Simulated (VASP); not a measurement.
# Cu4Sn (P6_3/mmc) in VASP: single point with PBE

Aim: the single point of Cu4Sn with PBE.

All numbers are computed with VASP 6.6.1; they aren't measurements. Logs are shortened: lines on timing, memory, paths and dates and some standing lists are left out, and cuts for length are marked.

## Step 1: The cell of the first run

It takes space group P6_3/mmc (No. 194, hexagonal). The conventional cell has a = 2.938 Å, b = 2.938 Å, c = 20.300 Å, α = 90.00°, β = 90.00°, γ = 120.00°. Within 3.3 Å of Cu (site symmetry 3m) lie 9 Cu at 2.52 to 2.94 Å and 3 Sn at 2.83 Å. Cu (site symmetry 3m) has 12 Cu at 2.52 to 2.94 Å within 3.3 Å. Within 3.7 Å of Sn (site symmetry -6m2) lie 6 Cu at 2.83 Å and 6 Sn at 2.94 Å.

## Step 2: Single point, PBE

INCAR reads:

```
SYSTEM = Cu4Sn
  ALGO = Fast
  EDIFF = 1E-6
  ENCUT = 520
  GGA = PE
  ISIF = 2
  ISMEAR = 0
  LASPH = .TRUE.
  LCHARG = .TRUE.
  LELF = .TRUE.
  LREAL = .FALSE.
  LVHAR = .TRUE.
  LWAVE = .FALSE.
  NBANDS = 69
  NELM = 100
  PREC = Accurate
  SIGMA = 0.1
```

KPOINTS reads:

```
k-points
0
G
  12 12 2
  0 0 0
```

POSCAR reads:

```
Cu4Sn
1.0
    2.9381440798      0.0000000000      0.0000000000
   -1.4690720399      2.5445074130      0.0000000000
    0.0000000000      0.0000000000     20.2996641565
Cu Sn
8 2
Direct
    0.3333333333      0.6666666667      0.8618886344
    0.3333333333      0.6666666667      0.0460901358
    0.3333333333      0.6666666667      0.4539098642
    0.3333333333      0.6666666667      0.6381113656
    0.6666666667      0.3333333333      0.9539098642
    0.6666666667      0.3333333333      0.1381113656
    0.6666666667      0.3333333333      0.3618886344
    0.6666666667      0.3333333333      0.5460901358
    0.3333333333      0.6666666667      0.2500000000
    0.6666666667      0.3333333333      0.7500000000
```

Potentials or basis: VASP PAW PBE potentials, release 64 (Cu, Sn_d).

Run with:

```console
> cat potpaw_PBE.64/Cu/POTCAR potpaw_PBE.64/Sn_d/POTCAR > POTCAR
> mpirun -np 1 vasp_std > vasp.out
```

OUTCAR:

```text
SYSTEM = Cu4Sn
   EDIFF = 1E-6
   ENCUT = 520
   GGA = PE
   ISIF = 2
   ISMEAR = 0
   LASPH = .TRUE.
   LREAL = .FALSE.
   NELM = 100
   PREC = Accurate

 ion  position               nearest neighbor table
   1  0.333  0.667  0.862-   5 2.52   5 2.52   5 2.52  10 2.83  10 2.83  10 2.83
   2  0.333  0.667  0.046-   6 2.52   6 2.52   6 2.52   5 2.53   5 2.53   5 2.53
   3  0.333  0.667  0.454-   7 2.52   7 2.52   7 2.52   8 2.53   8 2.53   8 2.53
   4  0.333  0.667  0.638-   8 2.52   8 2.52   8 2.52  10 2.83  10 2.83  10 2.83
   5  0.667  0.333  0.954-   1 2.52   1 2.52   1 2.52   2 2.53   2 2.53   2 2.53
   6  0.667  0.333  0.138-   2 2.52   2 2.52   2 2.52   9 2.83   9 2.83   9 2.83
   7  0.667  0.333  0.362-   3 2.52   3 2.52   3 2.52   9 2.83   9 2.83   9 2.83
   8  0.667  0.333  0.546-   4 2.52   4 2.52   4 2.52   3 2.53   3 2.53   3 2.53
   9  0.333  0.667  0.250-   6 2.83   7 2.83   6 2.83   7 2.83   6 2.83   7 2.83
  10  0.667  0.333  0.750-   1 2.83   4 2.83   1 2.83   4 2.83   1 2.83   4 2.83

  LATTYP: Found a hexagonal cell.
 ALAT       =     2.9381440798
 C/A-ratio  =     6.9090090905

  Lattice vectors:

 A1 = (   2.9381440798,   0.0000000000,   0.0000000000)
 A2 = (  -1.4690720399,   2.5445074130,   0.0000000000)
 A3 = (   0.0000000000,   0.0000000000,  20.2996641565)

Analysis of symmetry for initial positions (statically):
=====================================================================
 Subroutine PRICEL returns:
 Original cell was already a primitive cell.

 Routine SETGRP: Setting up the symmetry group for a
 hexagonal supercell.

 Subroutine GETGRP returns: Found 24 space group operations
 (whereof 12 operations were pure point group operations)
 out of a pool of 24 trial point group operations.

The static configuration has the point symmetry D_3d.
 The point group associated with its full space group is D_6h.

Analysis of symmetry for dynamics (positions and initial velocities):
=====================================================================
 Subroutine PRICEL returns:
 Original cell was already a primitive cell.

 Routine SETGRP: Setting up the symmetry group for a
 hexagonal supercell.

 Subroutine GETGRP returns: Found 24 space group operations
 (whereof 12 operations were pure point group operations)
 out of a pool of 24 trial point group operations.

The dynamic configuration has the point symmetry D_3d.
 The point group associated with its full space group is D_6h.

 Subroutine INISYM returns: Found 24 space group operations
 (whereof 12 operations are pure point group operations),
 and found     1 'primitive' translations

----------------------------------------------------------------------------------------

                                     Primitive cell

  volume of cell :     151.7629

  direct lattice vectors                    reciprocal lattice vectors
     2.938144080  0.000000000  0.000000000     0.340350906  0.196501687  0.000000000
    -1.469072040  2.544507413  0.000000000     0.000000000  0.393003375  0.000000000
     0.000000000  0.000000000 20.299664157     0.000000000  0.000000000  0.049261899

  length of vectors
     2.938144080  2.938144080 20.299664157     0.393003375  0.393003375  0.049261899

  position of ions in fractional coordinates (direct lattice)
     0.333333333  0.666666667  0.861888634
     0.333333333  0.666666667  0.046090136
     0.333333333  0.666666667  0.453909864
     0.333333333  0.666666667  0.638111366
     0.666666667  0.333333333  0.953909864
     0.666666667  0.333333333  0.138111366
     0.666666667  0.333333333  0.361888634
     0.666666667  0.333333333  0.546090136
     0.333333333  0.666666667  0.250000000
     0.666666667  0.333333333  0.750000000

  ion indices of the primitive-cell ions
   primitive index   ion index
                 1           1
                 2           2
                 3           3
                 4           4
                 5           5
                 6           6
                 7           7
                 8           8
                 9           9
                10          10

----------------------------------------------------------------------------------------

 KPOINTS: k-points

Automatic generation of k-mesh.
 Grid dimensions read from file:
 generate k-points for:   12   12    2

 Generating k-lattice:

  Cartesian coordinates                     Fractional coordinates (reciprocal lattice)
     0.028362576  0.016375141  0.000000000     0.083333333  0.000000000  0.000000000
     0.000000000  0.032750281  0.000000000     0.000000000  0.083333333  0.000000000
     0.000000000  0.000000000  0.024630949     0.000000000  0.000000000  0.500000000

  Length of vectors
     0.032750281  0.032750281  0.024630949

  Shift w.r.t. Gamma in fractional coordinates (k-lattice)
     0.000000000  0.000000000  0.000000000

 Subroutine IBZKPT returns following result:
 ===========================================

 Found     38 irreducible k-points:

 Following reciprocal coordinates:
            Coordinates               Weight
  0.000000  0.000000  0.000000      1.000000
  0.083333 -0.000000  0.000000      6.000000
  0.166667  0.000000  0.000000      6.000000
  0.250000 -0.000000  0.000000      6.000000
  0.333333  0.000000  0.000000      6.000000
  0.416667 -0.000000  0.000000      6.000000
[... 16 lines left out ...]
  0.250000 -0.000000  0.500000      6.000000
  0.333333  0.000000  0.500000      6.000000
 [... further k-points ...]
   k-points           NKPTS =     38   k-points in BZ     NKDIM =     38   number of bands    NBANDS=     69
   number of dos      NEDOS =    301   number of ions     NIONS =     10
   total plane-waves  NPLWV =  92160
   dimension x,y,z NGX =    24 NGY =   24 NGZ =  160
   dimension x,y,z NGXF=    48 NGYF=   48 NGZF=  320
   ions per type =               8   2
   NGX,Y,Z   is equivalent  to a cutoff of  13.58, 13.58, 13.10 a.u.
   NGXF,Y,Z  is equivalent  to a cutoff of  27.16, 27.16, 26.21 a.u.
 SYSTEM =  Cu4Sn
   PREC   = accura    normal or accurate (medium, high low for compatibility)
   ISTART =      0    job   : 0-new  1-cont  2-samecut
   ICHARG =      2    charge: 1-file 2-atom 10-const
   ISPIN  =      1    spin polarized calculation?
   LNONCOLLINEAR =      F non collinear calculations
   LSORBIT =      F    spin-orbit coupling
   LASPH  =      T    aspherical Exc in radial PAW
   ENCUT  =  520.0 eV  38.22 Ry    6.18 a.u.   5.46  5.46 37.74*2*pi/ulx,y,z
   NELM   =    100;   NELMIN=  2; NELMDL= -5     # of ELM steps
   EDIFF  = 0.1E-05   stopping-criterion for ELM
   LREAL  =      F    real-space projection
   EDIFFG = 0.1E-04   stopping-criterion for IOM
   NSW    =      0    number of steps for IOM
   IBRION =     -1    ionic relax: 0-MD 1-quasi-New 2-CG
   NFREE  =      0    steps in history (QN), initial steepest desc. (CG)
   ISIF   =      2    stress and relaxation
   ISYM   =      2    0-nonsym 1-usesym 2-fastsym
   POTIM  = 0.5000    time-step for ionic-motion
   TEBEG  =    0.0;   TEEND  =   0.0 temperature during run
   PSTRESS=    0.0 pullay stress
   NELECT =     116.0000    total number of electrons
   NUPDOWN=      -1.0000    fix difference up-down
   EMIN   =  10.00;   EMAX   =-10.00  energy-range for DOS
   EFERMI =   0.00;   METHOD = LEGACY
   ISMEAR =     0;   SIGMA  =   0.10  broadening in eV -4-tet -1-fermi 0-gaus
   EFERMI_NEDOS =   21; number of points for ismear=-14 and -15
   IALGO  =     68    algorithm
   IMIX   =      4    mixing-type and parameters
     AMIX     =   0.40;   BMIX     =  1.00
     AMIX_MAG =   1.60;   BMIX_MAG =  1.00
  volume/ion in A,a.u.               =      15.18       102.41
  Fermi-wavevector in a.u.,A,eV,Ry     =   1.496829  2.828597 30.483825  2.240498
  Thomas-Fermi vector in A             =   2.608795
   LORBIT       =      0    0 simple, 1 ext, 2 COOP (PROOUT), +10 PAW based schemes
   GGA     = PE    functional components
   LHFCALC =     F    Hartree Fock is set to
   AEXX    =    0.0000 exact exchange contribution
   IVDW    =     0    specifies the selected vdW correction
   LEPSILON=     F    determine dielectric tensor
   LRPA    =     F    only Hartree local field effects (RPA)
 non-spin polarized calculation
 RMM-DIIS sequential band-by-band and
 Gauss-broadening in eV      SIGMA  =   0.10
  energy-cutoff  :      520.00
  volume of cell :      151.76
 maximum number of plane-waves:      4179
 NGX is ok and might be reduce to    24
   NGX = 11   NGY = 11   NGZ = 75

 number of electron     115.9999930 magnetization

 Free energy of the ion-electron system (eV)
  ---------------------------------------------------
  ext. energy  EPLUGINS =         0.00000000
  ---------------------------------------------------
  free energy    TOTEN  =       -34.68367694 eV

  energy without entropy =      -34.66324944  energy(sigma->0) =      -34.67346319

 E-fermi :   7.5876     XC(G=0): -11.7874

 val. band max:        7.5623996106   @ k =   0.2500  -0.0000   0.0000
 cond. band min:       7.6152877487   @ k =   0.3333   0.1667   0.0000
 fundamental gap:      0.0528881381
 Fermi energy:         7.5876497102

 k-point     1 :       0.0000    0.0000    0.0000
  band No.  band energies     occupation
      1     -14.4179      2.00000
      2     -14.4179      2.00000
      3     -14.4179      2.00000
      4     -14.4179      2.00000
      5     -14.3980      2.00000
      6     -14.3980      2.00000
[... 61 lines left out ...]
     68      18.9119      0.00000
     69      19.2003      0.00000

 k-point     2 :       0.0833   -0.0000    0.0000
  band No.  band energies     occupation
      1     -14.4293      2.00000
      2     -14.4293      2.00000
      3     -14.3878      2.00000
      4     -14.3878      2.00000
      5     -14.3725      2.00000
      6     -14.3725      2.00000
[... 61 lines left out ...]
     68      17.9975      0.00000
     69      18.5997      0.00000

 k-point     3 :       0.1667    0.0000    0.0000
  band No.  band energies     occupation
      1     -14.4656      2.00000
      2     -14.4656      2.00000
      3     -14.3049      2.00000
      4     -14.3049      2.00000
      5     -14.2989      2.00000
      6     -14.2989      2.00000
[... 1501 lines left out ...]
     68      14.7964      0.00000
     69      15.4658      0.00000

 k-point    24 :       0.3333    0.0000    0.5000
  band No.  band energies     occupation
      1     -14.5668      2.00000
      2     -14.5668      2.00000
      3     -14.2560      2.00000
      4     -14.2560      2.00000
      5     -14.1033      2.00000
      6     -14.1033      2.00000
[... 61 lines left out ...]
     68      13.5428      0.00000
     69      13.6720      0.00000

 [... further k-points ...]

------------------------ aborting loop because EDIFF is reached ----------------------------------------

  FORCE on cell =-STRESS in cart. coord.  units (eV):
  Direction    XX          YY          ZZ          XY          YZ          ZX
  --------------------------------------------------------------------------------------
  -------------------------------------------------------------------------------------
  Total        0.2317207      0.2317207      0.2817841      0.0000000      0.0000000     -0.0000000
  in kB        2.4463002      2.4463002      2.9748254      0.0000000      0.0000000     -0.0000000
  external PRESSURE =       2.6224752 kB  Pullay stress =       0.0000000 kB

 VOLUME and BASIS-vectors are now :
 -----------------------------------------------------------------------------
  energy-cutoff  :      520.00
  volume of cell :      151.76
      direct lattice vectors                 reciprocal lattice vectors
     2.938144080  0.000000000  0.000000000     0.340350906  0.196501687  0.000000000
    -1.469072040  2.544507413  0.000000000     0.000000000  0.393003375  0.000000000
     0.000000000  0.000000000 20.299664157     0.000000000  0.000000000  0.049261899

 POSITION                                       TOTAL-FORCE (eV/Angst)
 -----------------------------------------------------------------------------------
     -0.00000      1.69634     17.49605        -0.000000     -0.000000     -0.002389
     -0.00000      1.69634      0.93561        -0.000000     -0.000000      0.001882
     -0.00000      1.69634      9.21422         0.000000     -0.000000     -0.001882
     -0.00000      1.69634     12.95345        -0.000000     -0.000000      0.002389
      1.46907      0.84817     19.36405        -0.000000      0.000000     -0.001882
      1.46907      0.84817      2.80361         0.000000      0.000000      0.002389
      1.46907      0.84817      7.34622         0.000000      0.000000     -0.002389
      1.46907      0.84817     11.08545        -0.000000      0.000000      0.001882
     -0.00000      1.69634      5.07492         0.000000     -0.000000      0.000000
      1.46907      0.84817     15.22475         0.000000     -0.000000      0.000000
 -----------------------------------------------------------------------------------
    total drift:                               -0.000000      0.000000     -0.000000

  FREE ENERGIE OF THE ION-ELECTRON SYSTEM (eV)
  ---------------------------------------------------
  free  energy   TOTEN  =       -34.6836769402 eV

  energy  without entropy=      -34.6632494361  energy(sigma->0) =      -34.67346319
```

Wall time 6.1 min (1 thread of Intel Xeon 6975P-C (Granite Rapids), shared host); peak memory 0.48 GiB.

What came out:

```yaml
Free_energy: -34.6837 eV
Pressure: 0.3 GPa
Band_gap_on_the_k_mesh: zero (bands 58 and 59 overlap by 2.44 eV)
```

Forces in eV/Å, atoms in the order of the input:
```
Cu   0.000  0.000 -0.002
Cu   0.000  0.000  0.002
Cu   0.000  0.000 -0.002
Cu   0.000  0.000  0.002
Cu   0.000  0.000 -0.002
Cu   0.000  0.000  0.002
Cu   0.000  0.000 -0.002
Cu   0.000  0.000  0.002
Sn   0.000  0.000  0.000
Sn   0.000  0.000  0.000
```

Levels at points of the mesh, in eV from the Fermi level:
| k point | band 55 | band 56 | band 57 | band 58 | band 59 | band 60 | band 61 | band 62 |
| --- | --- | --- | --- | --- | --- | --- | --- | --- |
| (0.00, 0.00, 0.00) | -1.60 | -1.60 | -1.60 | -1.60 | -1.57 | -0.17 | 2.31 | 4.28 |
| (0.50, 0.00, 0.00) | -1.00 | -0.98 | -0.39 | -0.17 | 0.18 | 0.22 | 1.23 | 1.25 |
| (0.00, 0.00, 0.50) | -1.60 | -1.60 | -1.60 | -1.60 | -0.88 | -0.88 | 3.23 | 3.23 |
| (0.50, 0.00, 0.50) | -0.98 | -0.98 | -0.26 | -0.26 | 0.20 | 0.20 | 1.16 | 1.16 |

Caveat: spin-orbit coupling is left out, which moves the levels of the heavy elements.

The gap in the log of VASP goes by the Fermi energy; the results here count the filled bands.